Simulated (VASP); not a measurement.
# Zn (P6_3/mmc) in VASP: a series of runs

Zn is run at these levels: PBE; tasks: single point.

Everything below comes from runs of VASP 6.6.1. Logs are shortened: lines on timing, memory, paths and dates and some standing lists are left out, and cuts for length are marked.

## Step 1: The cell of the first run

The structure is hexagonal, space group P6_3/mmc (No. 194). The conventional cell has a = 2.656 Å, b = 2.656 Å, c = 4.962 Å, α = 90.00°, β = 90.00°, γ = 120.00°. Within 3.5 Å of Zn (site symmetry -6m2) lie 12 Zn at 2.66 to 2.92 Å.

## Step 2: Single point, PBE

INCAR reads:

```
  ALGO = Normal
  EDIFF = 1E-6
  ENCUT = 520
  GGA = PE
  ISIF = 2
  ISMEAR = -1
  LASPH = T
  LCHARG = T
  LELF = T
  LREAL = F
  LVHAR = T
  LWAVE = F
  NBANDS = 19
  NELM = 100
  PREC = Accurate
  SIGMA = 0.1
```

KPOINTS reads:

```
k-points
0
Gamma
  2 2 1
```

POSCAR reads:

```
Zn
1.0
    2.6556370042      0.0000000000      0.0000000000
   -1.3278185021      2.2998491089      0.0000000000
    0.0000000000      0.0000000000      4.9624616040
Zn
2
Direct
    0.3333333333      0.6666666667      0.2500000000
    0.6666666667      0.3333333333      0.7500000000
```

Potentials or basis: VASP PAW PBE potentials, release 64 (Zn).

Command:

```sh
cat potpaw_PBE.64/Zn/POTCAR > POTCAR
mpirun -np 1 vasp_std > vasp.out
```

OUTCAR:

```text
EDIFF = 1E-6
   ENCUT = 520
   GGA = PE
   ISIF = 2
   ISMEAR = -1
   LASPH = T
   LREAL = F
   NELM = 100
   PREC = Accurate

 ion  position               nearest neighbor table
   1  0.333  0.667  0.250-   2 2.92   2 2.92   2 2.92   2 2.92   2 2.92   2 2.92
   2  0.667  0.333  0.750-   1 2.92   1 2.92   1 2.92   1 2.92   1 2.92   1 2.92

  LATTYP: Found a hexagonal cell.
 ALAT       =     2.6556370042
 C/A-ratio  =     1.8686520771

  Lattice vectors:

 A1 = (   2.6556370042,   0.0000000000,   0.0000000000)
 A2 = (  -1.3278185021,   2.2998491089,   0.0000000000)
 A3 = (   0.0000000000,   0.0000000000,   4.9624616040)

Analysis of symmetry for initial positions (statically):
=====================================================================
 Subroutine PRICEL returns:
 Original cell was already a primitive cell.

 Routine SETGRP: Setting up the symmetry group for a
 hexagonal supercell.

 Subroutine GETGRP returns: Found 24 space group operations
 (whereof 12 operations were pure point group operations)
 out of a pool of 24 trial point group operations.

The static configuration has the point symmetry D_3d.
 The point group associated with its full space group is D_6h.

Analysis of symmetry for dynamics (positions and initial velocities):
=====================================================================
 Subroutine PRICEL returns:
 Original cell was already a primitive cell.

 Routine SETGRP: Setting up the symmetry group for a
 hexagonal supercell.

 Subroutine GETGRP returns: Found 24 space group operations
 (whereof 12 operations were pure point group operations)
 out of a pool of 24 trial point group operations.

The dynamic configuration has the point symmetry D_3d.
 The point group associated with its full space group is D_6h.

 Subroutine INISYM returns: Found 24 space group operations
 (whereof 12 operations are pure point group operations),
 and found     1 'primitive' translations

----------------------------------------------------------------------------------------

                                     Primitive cell

  volume of cell :      30.3086

  direct lattice vectors                    reciprocal lattice vectors
     2.655637004  0.000000000  0.000000000     0.376557488  0.217405567  0.000000000
    -1.327818502  2.299849109  0.000000000     0.000000000  0.434811134  0.000000000
     0.000000000  0.000000000  4.962461604     0.000000000  0.000000000  0.201512894

  length of vectors
     2.655637004  2.655637004  4.962461604     0.434811134  0.434811134  0.201512894

  position of ions in fractional coordinates (direct lattice)
     0.333333333  0.666666667  0.250000000
     0.666666667  0.333333333  0.750000000

  ion indices of the primitive-cell ions
   primitive index   ion index
                 1           1
                 2           2

----------------------------------------------------------------------------------------

 KPOINTS: k-points

Automatic generation of k-mesh.
 Grid dimensions read from file:
 generate k-points for:    2    2    1

 Generating k-lattice:

  Cartesian coordinates                     Fractional coordinates (reciprocal lattice)
     0.188278744  0.108702784  0.000000000     0.500000000  0.000000000  0.000000000
     0.000000000  0.217405567  0.000000000     0.000000000  0.500000000  0.000000000
     0.000000000  0.000000000  0.201512894     0.000000000  0.000000000  1.000000000

  Length of vectors
     0.217405567  0.217405567  0.201512894

  Shift w.r.t. Gamma in fractional coordinates (k-lattice)
     0.000000000  0.000000000  0.000000000

 Subroutine IBZKPT returns following result:
 ===========================================

 Found      2 irreducible k-points:

 Following reciprocal coordinates:
            Coordinates               Weight
  0.000000  0.000000  0.000000      1.000000
  0.500000  0.000000  0.000000      3.000000
   k-points           NKPTS =      2   k-points in BZ     NKDIM =      2   number of bands    NBANDS=     19
   number of dos      NEDOS =    301   number of ions     NIONS =      2
   total plane-waves  NPLWV =  16000
   dimension x,y,z NGX =    20 NGY =   20 NGZ =   40
   dimension x,y,z NGXF=    40 NGYF=   40 NGZF=   80
   ions per type =               2
   NGX,Y,Z   is equivalent  to a cutoff of  12.52, 12.52, 13.40 a.u.
   NGXF,Y,Z  is equivalent  to a cutoff of  25.04, 25.04, 26.80 a.u.
 SYSTEM =  unknown system
   PREC   = accura    normal or accurate (medium, high low for compatibility)
   ISTART =      0    job   : 0-new  1-cont  2-samecut
   ICHARG =      2    charge: 1-file 2-atom 10-const
   ISPIN  =      1    spin polarized calculation?
   LNONCOLLINEAR =      F non collinear calculations
   LSORBIT =      F    spin-orbit coupling
   LASPH  =      T    aspherical Exc in radial PAW
   ENCUT  =  520.0 eV  38.22 Ry    6.18 a.u.   4.94  4.94  9.23*2*pi/ulx,y,z
   NELM   =    100;   NELMIN=  2; NELMDL= -5     # of ELM steps
   EDIFF  = 0.1E-05   stopping-criterion for ELM
   LREAL  =      F    real-space projection
   EDIFFG = 0.1E-04   stopping-criterion for IOM
   NSW    =      0    number of steps for IOM
   IBRION =     -1    ionic relax: 0-MD 1-quasi-New 2-CG
   NFREE  =      0    steps in history (QN), initial steepest desc. (CG)
   ISIF   =      2    stress and relaxation
   ISYM   =      2    0-nonsym 1-usesym 2-fastsym
   POTIM  = 0.5000    time-step for ionic-motion
   TEBEG  =    0.0;   TEEND  =   0.0 temperature during run
   PSTRESS=    0.0 pullay stress
   NELECT =      24.0000    total number of electrons
   NUPDOWN=      -1.0000    fix difference up-down
   EMIN   =  10.00;   EMAX   =-10.00  energy-range for DOS
   EFERMI =   0.00;   METHOD = LEGACY
   ISMEAR =    -1;   SIGMA  =   0.10  broadening in eV -4-tet -1-fermi 0-gaus
   EFERMI_NEDOS =   21; number of points for ismear=-14 and -15
   IALGO  =     38    algorithm
   IMIX   =      4    mixing-type and parameters
     AMIX     =   0.40;   BMIX     =  1.00
     AMIX_MAG =   1.60;   BMIX_MAG =  1.00
  volume/ion in A,a.u.               =      15.15       102.27
  Fermi-wavevector in a.u.,A,eV,Ry     =   1.514573  2.862128 31.210826  2.293931
  Thomas-Fermi vector in A             =   2.624212
   LORBIT       =      0    0 simple, 1 ext, 2 COOP (PROOUT), +10 PAW based schemes
   GGA     = PE    functional components
   LHFCALC =     F    Hartree Fock is set to
   AEXX    =    0.0000 exact exchange contribution
   IVDW    =     0    specifies the selected vdW correction
   LEPSILON=     F    determine dielectric tensor
   LRPA    =     F    only Hartree local field effects (RPA)
 non-spin polarized calculation
  energy-cutoff  :      520.00
  volume of cell :       30.31
 maximum number of plane-waves:       816
 NGX is ok and might be reduce to    20
   NGX =  9   NGY =  9   NGZ = 19

 number of electron      24.0000020 magnetization

 Free energy of the ion-electron system (eV)
  ---------------------------------------------------
  ext. energy  EPLUGINS =         0.00000000
  ---------------------------------------------------
  free energy    TOTEN  =        -0.80391780 eV

  energy without entropy =       -0.70784462  energy(sigma->0) =       -0.75588121

 E-fermi :   1.0537     XC(G=0): -11.5859

 val. band max:        0.9841655331   @ k =   0.5000   0.0000   0.0000
 cond. band min:       5.7072196558   @ k =   0.5000   0.0000   0.0000
 fundamental gap:      4.7230541227
 Fermi energy:         1.0537041154

 k-point     1 :       0.0000    0.0000    0.0000
  band No.  band energies     occupation
      1      -7.3118      2.00000
      2      -5.5039      2.00000
      3      -4.7823      2.00000
      4      -4.5734      2.00000
      5      -4.5734      2.00000
      6      -4.5248      2.00000
      7      -4.5248      2.00000
      8      -4.1664      2.00000
      9      -4.1664      2.00000
     10      -3.9635      2.00000
     11      -3.9635      2.00000
     12      -0.5413      2.00000
     13       0.0153      1.99994
     14      16.5581      0.00000
     15      20.2480      0.00000
     16      20.7275      0.00000
     17      20.7275      0.00000
     18      22.3734      0.00000
     19      22.3811      0.00000

 k-point     2 :       0.5000    0.0000    0.0000
  band No.  band energies     occupation
      1      -5.3166      2.00000
      2      -5.2343      2.00000
      3      -5.0497      2.00000
      4      -4.5721      2.00000
      5      -4.4003      2.00000
      6      -4.3825      2.00000
      7      -4.0772      2.00000
      8      -3.9797      2.00000
      9      -3.7956      2.00000
     10      -3.7767      2.00000
     11       0.2910      1.99903
     12       0.9842      1.33433
     13       5.7072      0.00000
     14       6.6922      0.00000
     15       7.1808      0.00000
     16       8.8439      0.00000
     17      13.3723      0.00000
     18      17.5363      0.00000
     19      18.6097      0.00000

------------------------ aborting loop because EDIFF is reached ----------------------------------------

  FORCE on cell =-STRESS in cart. coord.  units (eV):
  Direction    XX          YY          ZZ          XY          YZ          ZX
  --------------------------------------------------------------------------------------
  -------------------------------------------------------------------------------------
  Total        3.1278940      3.1278940     -3.5026525      0.0000000      0.0000000      0.0000000
  in kB      165.3474113    165.3474113   -185.1579769      0.0000000      0.0000000      0.0000000
  external PRESSURE =      48.5122819 kB  Pullay stress =       0.0000000 kB

 VOLUME and BASIS-vectors are now :
 -----------------------------------------------------------------------------
  energy-cutoff  :      520.00
  volume of cell :       30.31
      direct lattice vectors                 reciprocal lattice vectors
     2.655637004  0.000000000  0.000000000     0.376557488  0.217405567  0.000000000
    -1.327818502  2.299849109  0.000000000     0.000000000  0.434811134  0.000000000
     0.000000000  0.000000000  4.962461604     0.000000000  0.000000000  0.201512894

 POSITION                                       TOTAL-FORCE (eV/Angst)
 -----------------------------------------------------------------------------------
     -0.00000      1.53323      1.24062        -0.000000      0.000000      0.000000
      1.32782      0.76662      3.72185         0.000000     -0.000000      0.000000
 -----------------------------------------------------------------------------------
    total drift:                               -0.000000      0.000000     -0.000000

  FREE ENERGIE OF THE ION-ELECTRON SYSTEM (eV)
  ---------------------------------------------------
  free  energy   TOTEN  =        -0.8039177954 eV

  energy  without entropy=       -0.7078446182  energy(sigma->0) =       -0.75588121
```

It took 5.7 s on 1 thread of Intel Xeon 6975P-C, shared host; peak memory 0.13 GiB.

Results:

```yaml
Free_energy: -0.8039 eV
Pressure: 4.9 GPa
Band_gap_on_the_k_mesh: zero (band 12 reaches 0.98 eV, above the bottom of band 13 at 0.02 eV)
```

Caveat: the k points lie up to 1.37 Å⁻¹ apart.

## Step 3: Single point, PBE

INCAR reads:

```
SYSTEM = Zn
PREC = Accurate
ENCUT = 520
EDIFF = 1E-6
ISMEAR = -1
SIGMA = 0.1
LREAL = .FALSE.
LASPH = .TRUE.
NELM = 100
ALGO = Normal
ISIF = 2
LWAVE = .FALSE.
LCHARG = .FALSE.
GGA = PE
NBANDS = 19
```

KPOINTS reads:

```
regular mesh
0
G
  4 4 2
  0 0 0
```

POSCAR is that of step 2.

Potentials or basis: VASP PAW PBE potentials, release 64 (Zn).

Command:

```sh
cat potpaw_PBE.64/Zn/POTCAR > POTCAR
mpirun -np 1 vasp_std > vasp.out
```

OUTCAR:

```text
SYSTEM = Zn
   PREC = Accurate
   ENCUT = 520
   EDIFF = 1E-6
   ISMEAR = -1
   LREAL = .FALSE.
   LASPH = .TRUE.
   NELM = 100
   ISIF = 2
   GGA = PE

 ion  position               nearest neighbor table
   1  0.333  0.667  0.250-   2 2.92   2 2.92   2 2.92   2 2.92   2 2.92   2 2.92
   2  0.667  0.333  0.750-   1 2.92   1 2.92   1 2.92   1 2.92   1 2.92   1 2.92

  LATTYP: Found a hexagonal cell.
 ALAT       =     2.6556370042
 C/A-ratio  =     1.8686520771

  Lattice vectors:

 A1 = (   2.6556370042,   0.0000000000,   0.0000000000)
 A2 = (  -1.3278185021,   2.2998491089,   0.0000000000)
 A3 = (   0.0000000000,   0.0000000000,   4.9624616040)

Analysis of symmetry for initial positions (statically):
=====================================================================
 Subroutine PRICEL returns:
 Original cell was already a primitive cell.

 Routine SETGRP: Setting up the symmetry group for a
 hexagonal supercell.

 Subroutine GETGRP returns: Found 24 space group operations
[... 145 lines left out ...]
  ---------------------------------------------------
  free energy    TOTEN  =        -2.51248082 eV

  energy without entropy =       -2.49546412  energy(sigma->0) =       -2.50397247

 E-fermi :   2.0835     XC(G=0): -11.5747

 val. band max:        1.9223209890   @ k =   0.2500   0.0000   0.0000
 cond. band min:       3.2783479293   @ k =   0.5000   0.0000   0.5000
 fundamental gap:      1.3560269403
 Fermi energy:         2.0835442663

 k-point     1 :       0.0000    0.0000    0.0000
  band No.  band energies     occupation
      1      -7.3020      2.00000
      2      -5.5171      2.00000
      3      -4.8049      2.00000
      4      -4.5936      2.00000
      5      -4.5936      2.00000
      6      -4.5451      2.00000
[... 153 lines left out ...]
      6      -4.5138      2.00000
[... 11 lines left out ...]
     18      12.8137      0.00000
     19      19.8260      0.00000

------------------------ aborting loop because EDIFF is reached ----------------------------------------

  FORCE on cell =-STRESS in cart. coord.  units (eV):
  Direction    XX          YY          ZZ          XY          YZ          ZX
  --------------------------------------------------------------------------------------
  -------------------------------------------------------------------------------------
  Total       -0.5542083     -0.5542083      0.3690167      0.0000000      0.0000000      0.0000000
  in kB      -29.2966808    -29.2966808     19.5070403      0.0000000      0.0000000      0.0000000
  external PRESSURE =     -13.0287738 kB  Pullay stress =       0.0000000 kB

 VOLUME and BASIS-vectors are now :
 -----------------------------------------------------------------------------
  energy-cutoff  :      520.00
  volume of cell :       30.31
      direct lattice vectors                 reciprocal lattice vectors
     2.655637004  0.000000000  0.000000000     0.376557488  0.217405567  0.000000000
    -1.327818502  2.299849109  0.000000000     0.000000000  0.434811134  0.000000000
     0.000000000  0.000000000  4.962461604     0.000000000  0.000000000  0.201512894

 POSITION                                       TOTAL-FORCE (eV/Angst)
 -----------------------------------------------------------------------------------
     -0.00000      1.53323      1.24062        -0.000000      0.000000      0.000000
      1.32782      0.76662      3.72185         0.000000      0.000000     -0.000000
 -----------------------------------------------------------------------------------
    total drift:                               -0.000000      0.000000      0.000000

  FREE ENERGIE OF THE ION-ELECTRON SYSTEM (eV)
  ---------------------------------------------------
  free  energy   TOTEN  =        -2.5124808236 eV

  energy  without entropy=       -2.4954641223  energy(sigma->0) =       -2.50397247
```

OSZICAR:

```text
N       E                     dE             d eps       ncg     rms          rms(c)
DAV:   1     0.110959097406E+03    0.11096E+03   -0.12377E+04   312   0.198E+03
DAV:   2     0.218572216261E+01   -0.10877E+03   -0.10572E+03   310   0.293E+02
DAV:   3    -0.269990260954E+01   -0.48856E+01   -0.48697E+01   352   0.688E+01
DAV:   4    -0.272698921363E+01   -0.27087E-01   -0.27082E-01   341   0.555E+00
DAV:   5    -0.272702412479E+01   -0.34911E-04   -0.34911E-04   345   0.174E-01    0.394E+00
DAV:   6    -0.252561814811E+01    0.20141E+00   -0.78122E-01   331   0.185E+01    0.295E+00
DAV:   7    -0.251686514941E+01    0.87530E-02   -0.24614E-02   372   0.256E+00    0.152E+00
DAV:   8    -0.251247139156E+01    0.43938E-02   -0.16607E-03   418   0.584E-01    0.467E-02
DAV:   9    -0.251247745489E+01   -0.60633E-05   -0.18339E-04   415   0.169E-01    0.365E-02
DAV:  10    -0.251248102495E+01   -0.35701E-05   -0.19098E-05   327   0.457E-02    0.375E-03
DAV:  11    -0.251248082356E+01    0.20139E-06   -0.12156E-07   213   0.580E-03
   1 F= -.25124808E+01 E0= -.25039725E+01  d E =-.170167E-01
```

Run time: 8.4 s. Hardware: 1 thread of Intel Xeon 6975P-C, shared host; peak memory 0.14 GiB.

Results:

```yaml
Free_energy: -2.5125 eV
Pressure: -1.3 GPa
Band_gap_on_the_k_mesh: zero (band 12 reaches 4.34 eV, above the bottom of band 13 at 0.01 eV)
```

Caveat: the k points lie up to 0.68 Å⁻¹ apart.
